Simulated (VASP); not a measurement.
# Cu (I4/mmm) in VASP: single point with PBE

Aim: the single point of Cu with PBE.

Everything below comes from runs of VASP 6.6.1. Logs are shortened: lines on timing, memory, paths and dates and some standing lists are left out, and cuts for length are marked.

## Step 1: The cell of the first run

The structure is tetragonal, space group I4/mmm (No. 139). The conventional cell has a = 2.572 Å, b = 2.572 Å, c = 3.615 Å, α = 90.00°, β = 90.00°, γ = 90.00°. Within 3.4 Å of Cu (site symmetry 4/mmm) lie 12 Cu at 2.56 to 2.57 Å.

## Step 2: Single point, PBE

File INCAR:

```
SYSTEM = Cu
PREC = Accurate
ENCUT = 520
EDIFF = 1E-7
ISMEAR = 1
SIGMA = 0.1
LREAL = .False.
LASPH = .True.
NELM = 80
ALGO = Fast
ISIF = 2
LWAVE = .False.
LCHARG = .False.
GGA = PE
NBANDS = 18
```

File KPOINTS:

```
Automatic mesh
0
Gamma
  16 16 12
  0 0 0
```

File POSCAR:

```
Cu
1.0
    2.5718166196      0.0000000000      0.0000000000
    0.0000000000      2.5718166196      0.0000000000
    0.0000000000      0.0000000000      3.6145157403
Cu
2
Direct
    0.0000000000      0.0000000000      0.0000000000
    0.5000000000      0.5000000000      0.5000000000
```

Potentials or basis: VASP PAW PBE potentials, release 64 (Cu).

Command:

```console
$ cat potpaw_PBE.64/Cu/POTCAR > POTCAR
$ mpirun -np 1 vasp_std > vasp.out
```

OUTCAR:

```text
SYSTEM = Cu
   PREC = Accurate
   ENCUT = 520
   EDIFF = 1E-7
   ISMEAR = 1
   LREAL = .False.
   LASPH = .True.
   NELM = 80
   ISIF = 2
   GGA = PE

 ion  position               nearest neighbor table
   1  0.000  0.000  0.000-   2 2.56   2 2.56   2 2.56   2 2.56   2 2.56   2 2.56   2 2.56   2 2.56

   2  0.500  0.500  0.500-   1 2.56   1 2.56   1 2.56   1 2.56   1 2.56   1 2.56   1 2.56   1 2.56

  LATTYP: Found a simple tetragonal cell.
 ALAT       =     2.5718166196
 C/A-ratio  =     1.4054329196

  Lattice vectors:

 A1 = (   2.5718166196,   0.0000000000,   0.0000000000)
 A2 = (   0.0000000000,   2.5718166196,   0.0000000000)
 A3 = (   0.0000000000,   0.0000000000,   3.6145157403)

Analysis of symmetry for initial positions (statically):
=====================================================================
 Subroutine PRICEL returns following result:

  LATTYP: Found a body centered tetragonal cell.
 ALAT       =     2.5718166196
 C/A-ratio  =     1.4054329196

  Lattice vectors:

 A1 = (  -1.2859083098,  -1.2859083098,  -1.8072578701)
 A2 = (   1.2859083098,   1.2859083098,  -1.8072578702)
 A3 = (   1.2859083098,  -1.2859083098,   1.8072578702)

   2 primitive cells build up your supercell.

 Routine SETGRP: Setting up the symmetry group for a
 simple tetragonal supercell.

 Subroutine GETGRP returns: Found 16 space group operations
 (whereof 16 operations were pure point group operations)
 out of a pool of 16 trial point group operations.

The static configuration has the point symmetry D_4h.

Analysis of symmetry for dynamics (positions and initial velocities):
=====================================================================
 Subroutine PRICEL returns following result:

  LATTYP: Found a body centered tetragonal cell.
 ALAT       =     2.5718166196
 C/A-ratio  =     1.4054329196

  Lattice vectors:

 A1 = (  -1.2859083098,  -1.2859083098,  -1.8072578701)
 A2 = (   1.2859083098,   1.2859083098,  -1.8072578702)
 A3 = (   1.2859083098,  -1.2859083098,   1.8072578702)

   2 primitive cells build up your supercell.

 Routine SETGRP: Setting up the symmetry group for a
 simple tetragonal supercell.

 Subroutine GETGRP returns: Found 16 space group operations
 (whereof 16 operations were pure point group operations)
 out of a pool of 16 trial point group operations.

The dynamic configuration has the point symmetry D_4h.

 Subroutine INISYM returns: Found 16 space group operations
 (whereof 16 operations are pure point group operations),
 and found     2 'primitive' translations

----------------------------------------------------------------------------------------

                                     Primitive cell

  volume of cell :      11.9536

  direct lattice vectors                    reciprocal lattice vectors
    -1.285908310 -1.285908310 -1.807257870    -0.000000000 -0.388830211 -0.276662234
     1.285908310  1.285908310 -1.807257870     0.388830211 -0.000000000 -0.276662234
     1.285908310 -1.285908310  1.807257870     0.388830211 -0.388830211  0.000000000

  length of vectors
     2.563845037  2.563845037  2.563845037     0.477211615  0.477211615  0.549888958

  position of ions in fractional coordinates (direct lattice)
     0.000000000  0.000000000  0.000000000

  ion indices of the primitive-cell ions
   primitive index   ion index
                 1           1

----------------------------------------------------------------------------------------

 KPOINTS: Automatic mesh

Automatic generation of k-mesh.
 Grid dimensions read from file:
 generate k-points for:   16   16   12

 Generating k-lattice:

  Cartesian coordinates                     Fractional coordinates (reciprocal lattice)
     0.024301888  0.000000000  0.000000000     0.062500000  0.000000000  0.000000000
     0.000000000  0.024301888  0.000000000     0.000000000  0.062500000  0.000000000
     0.000000000  0.000000000  0.023055186     0.000000000  0.000000000  0.083333333

  Length of vectors
     0.024301888  0.024301888  0.023055186

  Shift w.r.t. Gamma in fractional coordinates (k-lattice)
     0.000000000  0.000000000  0.000000000

 Subroutine IBZKPT returns following result:
 ===========================================

 Found    315 irreducible k-points:

 Following reciprocal coordinates:
            Coordinates               Weight
  0.000000  0.000000  0.000000      1.000000
  0.062500  0.000000  0.000000      4.000000
  0.125000  0.000000  0.000000      4.000000
  0.187500  0.000000  0.000000      4.000000
  0.250000  0.000000  0.000000      4.000000
  0.312500  0.000000  0.000000      4.000000
[... 16 lines left out ...]
  0.437500  0.125000  0.000000      8.000000
  0.500000  0.125000  0.000000      4.000000
 [... further k-points ...]
   k-points           NKPTS =    315   k-points in BZ     NKDIM =    315   number of bands    NBANDS=     18
   number of dos      NEDOS =    301   number of ions     NIONS =      2
   total plane-waves  NPLWV =  11200
   dimension x,y,z NGX =    20 NGY =   20 NGZ =   28
   dimension x,y,z NGXF=    40 NGYF=   40 NGZF=   56
   ions per type =               2
   NGX,Y,Z   is equivalent  to a cutoff of  12.93, 12.93, 12.88 a.u.
   NGXF,Y,Z  is equivalent  to a cutoff of  25.86, 25.86, 25.76 a.u.
 SYSTEM =  Cu
   PREC   = accura    normal or accurate (medium, high low for compatibility)
   ISTART =      0    job   : 0-new  1-cont  2-samecut
   ICHARG =      2    charge: 1-file 2-atom 10-const
   ISPIN  =      1    spin polarized calculation?
   LNONCOLLINEAR =      F non collinear calculations
   LSORBIT =      F    spin-orbit coupling
   LASPH  =      T    aspherical Exc in radial PAW
   ENCUT  =  520.0 eV  38.22 Ry    6.18 a.u.   4.78  4.78  6.72*2*pi/ulx,y,z
   NELM   =     80;   NELMIN=  2; NELMDL= -5     # of ELM steps
   EDIFF  = 0.1E-06   stopping-criterion for ELM
   LREAL  =      F    real-space projection
   EDIFFG = 0.1E-05   stopping-criterion for IOM
   NSW    =      0    number of steps for IOM
   IBRION =     -1    ionic relax: 0-MD 1-quasi-New 2-CG
   NFREE  =      0    steps in history (QN), initial steepest desc. (CG)
   ISIF   =      2    stress and relaxation
   ISYM   =      2    0-nonsym 1-usesym 2-fastsym
   POTIM  = 0.5000    time-step for ionic-motion
   TEBEG  =    0.0;   TEEND  =   0.0 temperature during run
   PSTRESS=    0.0 pullay stress
   NELECT =      22.0000    total number of electrons
   NUPDOWN=      -1.0000    fix difference up-down
   EMIN   =  10.00;   EMAX   =-10.00  energy-range for DOS
   EFERMI =   0.00;   METHOD = LEGACY
   ISMEAR =     1;   SIGMA  =   0.10  broadening in eV -4-tet -1-fermi 0-gaus
   EFERMI_NEDOS =   21; number of points for ismear=-14 and -15
   IALGO  =     68    algorithm
   IMIX   =      4    mixing-type and parameters
     AMIX     =   0.40;   BMIX     =  1.00
     AMIX_MAG =   1.60;   BMIX_MAG =  1.00
  volume/ion in A,a.u.               =      11.95        80.67
  Fermi-wavevector in a.u.,A,eV,Ry     =   1.592352  3.009109 34.498717  2.535584
  Thomas-Fermi vector in A             =   2.690750
   LORBIT       =      0    0 simple, 1 ext, 2 COOP (PROOUT), +10 PAW based schemes
   GGA     = PE    functional components
   LHFCALC =     F    Hartree Fock is set to
   AEXX    =    0.0000 exact exchange contribution
   IVDW    =     0    specifies the selected vdW correction
   LEPSILON=     F    determine dielectric tensor
   LRPA    =     F    only Hartree local field effects (RPA)
 non-spin polarized calculation
 RMM-DIIS sequential band-by-band and
 Methfessel and Paxton  Order N= 1 SIGMA  =   0.10
  energy-cutoff  :      520.00
  volume of cell :       23.91
 maximum number of plane-waves:       664
 NGX is ok and might be reduce to    20
   NGX =  9   NGY =  9   NGZ = 13

 number of electron      21.9999943 magnetization

 Free energy of the ion-electron system (eV)
  ---------------------------------------------------
  ext. energy  EPLUGINS =         0.00000000
  ---------------------------------------------------
  free energy    TOTEN  =        -7.45662735 eV

  energy without entropy =       -7.45664190  energy(sigma->0) =       -7.45663220

 E-fermi :   7.4176     XC(G=0): -12.6559

 val. band max:        7.4082265575   @ k =   0.0000   0.0000   0.1667
 cond. band min:       7.4240872088   @ k =   0.2500   0.0625   0.3333
 fundamental gap:      0.0158606513
 Fermi energy:         7.4175920832

 k-point     1 :       0.0000    0.0000    0.0000
  band No.  band energies     occupation
      1      -1.8228      2.00000
      2       2.6332      2.00000
      3       3.0766      2.00000
      4       4.4362      2.00000
      5       4.4362      2.00000
      6       4.4655      2.00000
[... 10 lines left out ...]
     17      27.4046      0.00000
     18      29.9354      0.00000

 k-point     2 :       0.0625    0.0000    0.0000
  band No.  band energies     occupation
      1      -1.7290      2.00000
      2       2.6763      2.00000
      3       3.1024      2.00000
      4       4.4149      2.00000
      5       4.4526      2.00000
      6       4.4866      2.00000
[... 10 lines left out ...]
     17      28.0945      0.00000
     18      29.4846      0.00000

 k-point     3 :       0.1250    0.0000    0.0000
  band No.  band energies     occupation
      1      -1.4500      2.00000
      2       2.7991      2.00000
      3       3.1768      2.00000
      4       4.3546      2.00000
      5       4.5009      2.00000
      6       4.5417      2.00000
[... 10 lines left out ...]
     17      27.9677      0.00000
     18      29.0175      0.00000

 k-point     4 :       0.1875    0.0000    0.0000
  band No.  band energies     occupation
      1      -0.9937      2.00000
      2       2.9828      2.00000
      3       3.2899      2.00000
      4       4.2656      2.00000
      5       4.5789      2.00000
      6       4.6039      2.00000
[... 375 lines left out ...]
      4       3.8227      2.00000
      5       3.9840      2.00000
      6       4.4413      2.00000
[... 10 lines left out ...]
     17      21.3707      0.00000
     18      26.4545      0.00000

 k-point    23 :       0.4375    0.1250    0.0000
  band No.  band energies     occupation
      1       2.2723      2.00000
      2       3.3435      2.00000
      3       3.7787      2.00000
      4       3.8519      2.00000
      5       3.9163      2.00000
      6       4.2792      2.00000
[... 10 lines left out ...]
     17      22.1330      0.00000
     18      24.8881      0.00000

 k-point    24 :       0.5000    0.1250    0.0000
  band No.  band energies     occupation
      1       2.9149      2.00000
      2       2.9149      2.00000
      3       3.7853      2.00000
      4       3.7853      2.00000
      5       4.1030      2.00000
      6       4.1030      2.00000
[... 10 lines left out ...]
     17      23.4423      0.00000
     18      23.4423      0.00000

 [... further k-points ...]
[... 5 lines left out ...]
  --------------------------------------------------------------------------------------
  -------------------------------------------------------------------------------------
  Total        0.1471610      0.1471610      0.1484543      0.0000000      0.0000000      0.0000000
  in kB        9.8621884      9.8621884      9.9488612      0.0000000      0.0000000      0.0000000
  external PRESSURE =       9.8910793 kB  Pullay stress =       0.0000000 kB

 VOLUME and BASIS-vectors are now :
 -----------------------------------------------------------------------------
  energy-cutoff  :      520.00
  volume of cell :       23.91
      direct lattice vectors                 reciprocal lattice vectors
     2.571816620  0.000000000  0.000000000     0.388830211  0.000000000  0.000000000
     0.000000000  2.571816620  0.000000000     0.000000000  0.388830211  0.000000000
     0.000000000  0.000000000  3.614515740     0.000000000  0.000000000  0.276662234

 POSITION                                       TOTAL-FORCE (eV/Angst)
 -----------------------------------------------------------------------------------
      0.00000      0.00000      0.00000         0.000000      0.000000      0.000000
      1.28591      1.28591      1.80726        -0.000000     -0.000000     -0.000000
 -----------------------------------------------------------------------------------
    total drift:                                0.000000      0.000000      0.000000

  FREE ENERGIE OF THE ION-ELECTRON SYSTEM (eV)
  ---------------------------------------------------
  free  energy   TOTEN  =        -7.4566273490 eV

  energy  without entropy=       -7.4566418954  energy(sigma->0) =       -7.45663220
```

It took 94 s on 1 thread of AMD EPYC 7R13 (Zen 3), shared host; peak memory 0.18 GiB.

Results:

```
Free energy            : -7.4566 eV
Pressure               : 1.0 GPa
Band gap on the k mesh : zero (band 11 reaches 13.59 eV, above the bottom of band 12 at 5.51 eV)
```
